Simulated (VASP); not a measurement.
Input of a VASP 6.6.1 run:

File INCAR:

```
SYSTEM = Bi
PREC = Accurate
ENCUT = 520
EDIFF = 1E-7
ISMEAR = -1
SIGMA = 0.05
LREAL = .False.
LASPH = .True.
NELM = 80
ALGO = Fast
ISIF = 2
LWAVE = .False.
LCHARG = .True.
GGA = B5
ALDAX = 1.0
AGGAX = 1.0
AGGAC = 1.0
ALDAC = 0.0
LELF = .True.
LVHAR = .True.
NBANDS = 14
```

Contents of KPOINTS:

```
regular mesh
0
Gamma
  9 9 9
  0 0 0
```

POSCAR

```
Bi
1.0
   -2.0075049763      2.0075049763      2.0075049763
    2.0075049763     -2.0075049763      2.0075049763
    2.0075049763      2.0075049763     -2.0075049763
Bi
1
Direct
    0.0000000000      0.0000000000      0.0000000000
```

Potentials or basis: VASP PAW PBE potentials, release 64 (Bi_d).

The run is started by

```console
$ cat potpaw_PBE.64/Bi_d/POTCAR > POTCAR
$ mpirun -np 1 vasp_std > vasp.out
```

Predict the pressure.

2.8 GPa.

Caveat: the PAW data sets were made with another functional, which shifts forces and pressure a little.
